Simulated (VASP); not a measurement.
# Bi in VASP: further runs

The runs below take Bi through single point, with PBE.

Program: VASP 6.6.1. These are calculated values, not measurements. Logs are shortened: lines on timing, memory, paths and dates and some standing lists are left out, and cuts for length are marked.

## Step 1: The cell of the first run

The cell holds a slab with vacuum, 2 atoms: a = 4.279 Å, b = 4.279 Å, c = 28.000 Å, α = 90.00°, β = 90.00°, γ = 120.00°.

## Step 2: Single point, PBE

File INCAR:

```
ALGO = Normal
DIPOL = 0.5 0.5 0.500
EDIFF = 1E-7
ENCUT = 520
GGA = PE
IDIPOL = 3
ISIF = 2
ISMEAR = 0
LASPH = T
LCHARG = F
LDIPOL = T
LREAL = F
LWAVE = F
NBANDS = 22
NELM = 60
PREC = Accurate
SIGMA = 0.02
```

File KPOINTS:

```
k-points
0
Gamma
  9 9 1
```

File POSCAR:

```
Bi
1.0
    4.2790000000      0.0000000000      0.0000000000
   -2.1395000000      3.7057227028      0.0000000000
    0.0000000000      0.0000000000     28.0000000000
Bi
2
Direct
    0.3333333333      0.6666666667      0.5330178571
    0.6666666667      0.3333333333      0.4669821429
```

Potentials or basis: VASP PAW PBE potentials, release 64 (Bi_d).

The run is started by

```sh
cat potpaw_PBE.64/Bi_d/POTCAR > POTCAR
mpirun -np 1 vasp_std > vasp.out
```

OUTCAR:

```text
EDIFF = 1E-7
   ENCUT = 520
   GGA = PE
   ISIF = 2
   ISMEAR = 0
   LASPH = T
   LREAL = F
   NELM = 60
   PREC = Accurate

 ion  position               nearest neighbor table
   1  0.333  0.667  0.533-   2 3.09   2 3.09   2 3.09
   2  0.667  0.333  0.467-   1 3.09   1 3.09   1 3.09

  LATTYP: Found a hexagonal cell.
 ALAT       =     4.2790000000
 C/A-ratio  =     6.5435849498

  Lattice vectors:

 A1 = (   4.2790000000,   0.0000000000,   0.0000000000)
 A2 = (  -2.1395000000,   3.7057227028,   0.0000000000)
 A3 = (   0.0000000000,   0.0000000000,  28.0000000000)

Analysis of symmetry for initial positions (statically):
=====================================================================
 Subroutine PRICEL returns:
 Original cell was already a primitive cell.

 Routine SETGRP: Setting up the symmetry group for a
 hexagonal supercell.

 Subroutine GETGRP returns: Found 12 space group operations
 (whereof 12 operations were pure point group operations)
 out of a pool of 24 trial point group operations.

The static configuration has the point symmetry D_3d.

Analysis of symmetry for dynamics (positions and initial velocities):
=====================================================================
 Subroutine PRICEL returns:
 Original cell was already a primitive cell.

 Routine SETGRP: Setting up the symmetry group for a
 hexagonal supercell.

 Subroutine GETGRP returns: Found 12 space group operations
 (whereof 12 operations were pure point group operations)
 out of a pool of 24 trial point group operations.

The dynamic configuration has the point symmetry D_3d.

 Subroutine INISYM returns: Found 12 space group operations
 (whereof 12 operations are pure point group operations),
 and found     1 'primitive' translations

----------------------------------------------------------------------------------------

                                     Primitive cell

  volume of cell :     443.9900

  direct lattice vectors                    reciprocal lattice vectors
     4.279000000  0.000000000  0.000000000     0.233699462  0.134926448  0.000000000
    -2.139500000  3.705722703  0.000000000     0.000000000  0.269852895  0.000000000
     0.000000000  0.000000000 28.000000000     0.000000000  0.000000000  0.035714286

  length of vectors
     4.279000000  4.279000000 28.000000000     0.269852895  0.269852895  0.035714286

  position of ions in fractional coordinates (direct lattice)
     0.333333333  0.666666667  0.533017857
     0.666666667  0.333333333  0.466982143

  ion indices of the primitive-cell ions
   primitive index   ion index
                 1           1
                 2           2

----------------------------------------------------------------------------------------

 KPOINTS: k-points

Automatic generation of k-mesh.
 Grid dimensions read from file:
 generate k-points for:    9    9    1

 Generating k-lattice:

  Cartesian coordinates                     Fractional coordinates (reciprocal lattice)
     0.025966607  0.014991828  0.000000000     0.111111111 -0.000000000  0.000000000
     0.000000000  0.029983655  0.000000000     0.000000000  0.111111111  0.000000000
     0.000000000  0.000000000  0.035714286     0.000000000  0.000000000  1.000000000

  Length of vectors
     0.029983655  0.029983655  0.035714286

  Shift w.r.t. Gamma in fractional coordinates (k-lattice)
     0.000000000  0.000000000  0.000000000

 Subroutine IBZKPT returns following result:
 ===========================================

 Found     12 irreducible k-points:

 Following reciprocal coordinates:
            Coordinates               Weight
  0.000000  0.000000  0.000000      1.000000
  0.111111  0.000000  0.000000      6.000000
  0.222222  0.000000  0.000000      6.000000
  0.333333  0.000000  0.000000      6.000000
  0.444444  0.000000  0.000000      6.000000
  0.111111  0.111111  0.000000      6.000000
  0.222222  0.111111  0.000000     12.000000
  0.333333  0.111111  0.000000     12.000000
  0.444444  0.111111  0.000000      6.000000
  0.222222  0.222222  0.000000      6.000000
  0.333333  0.222222  0.000000     12.000000
  0.333333  0.333333  0.000000      2.000000
   k-points           NKPTS =     12   k-points in BZ     NKDIM =     12   number of bands    NBANDS=     22
   number of dos      NEDOS =    301   number of ions     NIONS =      2
   total plane-waves  NPLWV = 215040
   dimension x,y,z NGX =    32 NGY =   32 NGZ =  210
   dimension x,y,z NGXF=    64 NGYF=   64 NGZF=  420
   ions per type =               2
   NGX,Y,Z   is equivalent  to a cutoff of  12.43, 12.43, 12.47 a.u.
   NGXF,Y,Z  is equivalent  to a cutoff of  24.87, 24.87, 24.94 a.u.
 SYSTEM =  unknown system
   PREC   = accura    normal or accurate (medium, high low for compatibility)
   ISTART =      0    job   : 0-new  1-cont  2-samecut
   ICHARG =      2    charge: 1-file 2-atom 10-const
   ISPIN  =      1    spin polarized calculation?
   LNONCOLLINEAR =      F non collinear calculations
   LSORBIT =      F    spin-orbit coupling
   LASPH  =      T    aspherical Exc in radial PAW
   ENCUT  =  520.0 eV  38.22 Ry    6.18 a.u.   7.96  7.96 52.06*2*pi/ulx,y,z
   NELM   =     60;   NELMIN=  2; NELMDL= -5     # of ELM steps
   EDIFF  = 0.1E-06   stopping-criterion for ELM
   LREAL  =      F    real-space projection
   EDIFFG = 0.1E-05   stopping-criterion for IOM
   NSW    =      0    number of steps for IOM
   IBRION =     -1    ionic relax: 0-MD 1-quasi-New 2-CG
   NFREE  =      0    steps in history (QN), initial steepest desc. (CG)
   ISIF   =      2    stress and relaxation
   ISYM   =      2    0-nonsym 1-usesym 2-fastsym
   POTIM  = 0.5000    time-step for ionic-motion
   TEBEG  =    0.0;   TEEND  =   0.0 temperature during run
   PSTRESS=    0.0 pullay stress
   NELECT =      30.0000    total number of electrons
   NUPDOWN=      -1.0000    fix difference up-down
   EMIN   =  10.00;   EMAX   =-10.00  energy-range for DOS
   EFERMI =   0.00;   METHOD = LEGACY
   ISMEAR =     0;   SIGMA  =   0.02  broadening in eV -4-tet -1-fermi 0-gaus
   EFERMI_NEDOS =   21; number of points for ismear=-14 and -15
   IALGO  =     38    algorithm
   IMIX   =      4    mixing-type and parameters
     AMIX     =   0.40;   BMIX     =  1.00
     AMIX_MAG =   1.60;   BMIX_MAG =  1.00
  volume/ion in A,a.u.               =     222.00      1498.10
  Fermi-wavevector in a.u.,A,eV,Ry     =   0.666793  1.260055  6.049320  0.444613
  Thomas-Fermi vector in A             =   1.741203
   LORBIT       =      0    0 simple, 1 ext, 2 COOP (PROOUT), +10 PAW based schemes
   GGA     = PE    functional components
   LHFCALC =     F    Hartree Fock is set to
   AEXX    =    0.0000 exact exchange contribution
   IVDW    =     0    specifies the selected vdW correction
   LEPSILON=     F    determine dielectric tensor
   LRPA    =     F    only Hartree local field effects (RPA)
 non-spin polarized calculation
 Gauss-broadening in eV      SIGMA  =   0.02
  energy-cutoff  :      520.00
  volume of cell :      443.99
 maximum number of plane-waves:     12042
 NGX is ok and might be reduce to    32
   NGX = 15   NGY = 15   NGZ =105

 dipolmoment           0.000000      0.000000      0.000000 electrons x Angstroem

 number of electron      30.0000014 magnetization

 dipolmoment           0.000000      0.000000     -0.000000 electrons x Angstroem

 Free energy of the ion-electron system (eV)
  ---------------------------------------------------
  ext. energy  EPLUGINS =         0.00000000
  ---------------------------------------------------
  free energy    TOTEN  =        -7.51071318 eV

  energy without entropy =       -7.51071318  energy(sigma->0) =       -7.51071318

 E-fermi :  -2.0134     XC(G=0):  -2.0187

 val. band max:       -2.1218734926   @ k =   0.0000   0.0000   0.0000
 cond. band min:      -1.6199598960   @ k =   0.0000   0.0000   0.0000
 fundamental gap:      0.5019135965
 Fermi energy:        -2.0134291090

 k-point     1 :       0.0000    0.0000    0.0000
  band No.  band energies     occupation
      1     -25.0152      2.00000
      2     -25.0152      2.00000
      3     -24.9034      2.00000
      4     -24.9034      2.00000
      5     -24.8934      2.00000
      6     -24.7574      2.00000
[... 14 lines left out ...]
     21       1.7606      0.00000
     22       2.1249      0.00000

 k-point     2 :       0.1111    0.0000    0.0000
  band No.  band energies     occupation
      1     -25.0136      2.00000
      2     -25.0068      2.00000
      3     -24.9037      2.00000
      4     -24.8977      2.00000
      5     -24.8886      2.00000
      6     -24.7607      2.00000
[... 14 lines left out ...]
     21       1.9175      0.00000
     22       2.2687      0.00000

 k-point     3 :       0.2222    0.0000    0.0000
  band No.  band energies     occupation
      1     -25.0098      2.00000
      2     -24.9829      2.00000
      3     -24.9065      2.00000
      4     -24.8818      2.00000
      5     -24.8728      2.00000
      6     -24.7703      2.00000
[... 14 lines left out ...]
     21       2.3228      0.00000
     22       2.6278      0.00000

 k-point     4 :       0.3333    0.0000    0.0000
  band No.  band energies     occupation
      1     -25.0055      2.00000
      2     -24.9475      2.00000
      3     -24.9090      2.00000
      4     -24.8588      2.00000
      5     -24.8491      2.00000
      6     -24.7858      2.00000
[... 14 lines left out ...]
     21       2.9129      0.00000
     22       3.2309      0.00000

 k-point     5 :       0.4444    0.0000    0.0000
  band No.  band energies     occupation
      1     -25.0027      2.00000
      2     -24.9219      2.00000
      3     -24.8988      2.00000
      4     -24.8334      2.00000
      5     -24.8254      2.00000
      6     -24.8062      2.00000
[... 14 lines left out ...]
     21       3.5462      0.00000
     22       3.8679      0.00000

 k-point     6 :       0.1111    0.1111    0.0000
  band No.  band energies     occupation
      1     -25.0110      2.00000
      2     -24.9906      2.00000
      3     -24.9017      2.00000
      4     -24.8939      2.00000
      5     -24.8749      2.00000
      6     -24.7687      2.00000
[... 14 lines left out ...]
     21       2.1916      0.00000
     22       2.5308      0.00000

 k-point     7 :       0.2222    0.1111    0.0000
  band No.  band energies     occupation
      1     -25.0070      2.00000
      2     -24.9603      2.00000
      3     -24.9026      2.00000
      4     -24.8807      2.00000
      5     -24.8508      2.00000
      6     -24.7848      2.00000
[... 14 lines left out ...]
     21       2.7129      0.00000
     22       3.0080      0.00000

 k-point     8 :       0.3333    0.1111    0.0000
  band No.  band energies     occupation
      1     -25.0036      2.00000
      2     -24.9244      2.00000
      3     -24.9017      2.00000
      4     -24.8579      2.00000
      5     -24.8244      2.00000
      6     -24.8072      2.00000
[... 14 lines left out ...]
     21       3.3326      0.00000
     22       3.6313      0.00000

 k-point     9 :       0.4444    0.1111    0.0000
  band No.  band energies     occupation
      1     -25.0022      2.00000
      2     -24.9137      2.00000
      3     -24.8869      2.00000
      4     -24.8342      2.00000
      5     -24.8340      2.00000
      6     -24.8071      2.00000
[... 14 lines left out ...]
     21       3.7346      0.00000
     22       4.0768      0.00000

 k-point    10 :       0.2222    0.2222    0.0000
  band No.  band energies     occupation
      1     -25.0040      2.00000
      2     -24.9262      2.00000
      3     -24.8918      2.00000
      4     -24.8780      2.00000
      5     -24.8227      2.00000
      6     -24.8086      2.00000
[... 14 lines left out ...]
     21       3.3637      0.00000
     22       3.6609      0.00000

 k-point    11 :       0.3333    0.2222    0.0000
  band No.  band energies     occupation
      1     -25.0021      2.00000
      2     -24.8970      2.00000
      3     -24.8806      2.00000
      4     -24.8581      2.00000
      5     -24.8370      2.00000
      6     -24.8040      2.00000
[... 14 lines left out ...]
     21       3.9296      0.00000
     22       4.2102      0.00000

 k-point    12 :       0.3333    0.3333    0.0000
  band No.  band energies     occupation
      1     -25.0016      2.00000
      2     -24.8715      2.00000
      3     -24.8667      2.00000
      4     -24.8667      2.00000
      5     -24.8372      2.00000
      6     -24.8372      2.00000
[... 14 lines left out ...]
     21       4.1843      0.00000
     22       4.6294      0.00000

------------------------ aborting loop because EDIFF is reached ----------------------------------------

 vacuum level on the upper side and lower side of the slab       (xc-potential included)        -0.007        -0.007

  FORCE on cell =-STRESS in cart. coord.  units (eV):
  Direction    XX          YY          ZZ          XY          YZ          ZX
  --------------------------------------------------------------------------------------
  -------------------------------------------------------------------------------------
  Total       -0.1594889     -0.1594889     -1.3344839      0.0000000     -0.0000000      0.0000000
  in kB       -0.5755298     -0.5755298     -4.8156031      0.0000000     -0.0000000      0.0000000
  external PRESSURE =      -1.9888876 kB  Pullay stress =       0.0000000 kB

 VOLUME and BASIS-vectors are now :
 -----------------------------------------------------------------------------
  energy-cutoff  :      520.00
  volume of cell :      443.99
      direct lattice vectors                 reciprocal lattice vectors
     4.279000000  0.000000000  0.000000000     0.233699462  0.134926448  0.000000000
    -2.139500000  3.705722703  0.000000000     0.000000000  0.269852895  0.000000000
     0.000000000  0.000000000 28.000000000     0.000000000  0.000000000  0.035714286

 POSITION                                       TOTAL-FORCE (eV/Angst)
 -----------------------------------------------------------------------------------
     -0.00000      2.47048     14.92450         0.000000      0.000000     -0.703702
      2.13950      1.23524     13.07550        -0.000000      0.000000      0.703702
 -----------------------------------------------------------------------------------
    total drift:                               -0.000000      0.000000     -0.000000

  FREE ENERGIE OF THE ION-ELECTRON SYSTEM (eV)
  ---------------------------------------------------
  free  energy   TOTEN  =        -7.5107131842 eV

  energy  without entropy=       -7.5107131842  energy(sigma->0) =       -7.51071318

 vacuum level on the upper side and lower side of the slab         1.615         1.615
```

Wall time 4.3 min (1 thread of Intel Xeon 8259CL, shared host); peak memory 0.52 GiB.

What came out:

```yaml
Free_energy: -7.5107 eV
Largest_force: 0.704 eV/Å
```

Forces on the atoms (eV/Å):
```
Bi   0.000  0.000 -0.704
Bi   0.000  0.000  0.704
```

Levels at points of the mesh, in eV from the Fermi level:
```tsv
k point	band 12	band 13	band 14	band 15	band 16	band 17	band 18	band 19
(0.00, 0.00, 0.00)	-9.08	-1.49	-0.11	-0.11	0.39	2.23	2.23	3.29
```

Caveat: spin-orbit coupling is left out, which moves the levels of the heavy elements.

## Step 3: Single point, PBE

File INCAR:

```
PREC = Accurate
ENCUT = 520
EDIFF = 1E-6
ISMEAR = 0
SIGMA = 0.02
LREAL = F
LASPH = T
NELM = 100
ALGO = Normal
ISIF = 2
LWAVE = F
LCHARG = F
LDIPOL = T
IDIPOL = 3
DIPOL = 0.5 0.5 0.500
GGA = PE
NBANDS = 22
```

File KPOINTS:

```
regular mesh
0
Gamma
  9 9 1
```

File POSCAR:

```
Bi
1.0
    4.2790000000      0.0000000000      0.0000000000
   -2.1395000000      3.7057227028      0.0000000000
    0.0000000000      0.0000000000     28.0000000000
Bi
2
Direct
    0.3333333333      0.6666666667      0.5462142857
    0.6666666667      0.3333333333      0.4537857143
```

Potentials or basis: VASP PAW PBE potentials, release 64 (Bi_d).

The run is started by

```sh
cat potpaw_PBE.64/Bi_d/POTCAR > POTCAR
mpirun -np 1 vasp_std > vasp.out
```

Run time: 4.3 min. Hardware: 1 thread of Intel Xeon 8259CL, shared host; peak memory 0.51 GiB.

The run converged. Its results:

* Free energy: -6.1075 eV
* Largest force: 2.183 eV/Å
* Band gap on the k mesh: zero (bands 15 and 16 overlap by 1.29 eV)

Forces on the atoms (eV/Å):
```
Bi   0.000  0.000 -2.183
Bi   0.000  0.000  2.183
```

Levels at points of the mesh, in eV from the Fermi level:
| k point | band 11 | band 12 | band 13 | band 14 | band 15 | band 16 | band 17 | band 18 | band 19 | band 20 |
| --- | --- | --- | --- | --- | --- | --- | --- | --- | --- | --- |
| (0.00, 0.00, 0.00) | -11.50 | -10.06 | -2.10 | 0.56 | 0.96 | 0.96 | 2.02 | 2.02 | 3.19 | 3.60 |

Caveat: spin-orbit coupling is left out, which moves the levels of the heavy elements.
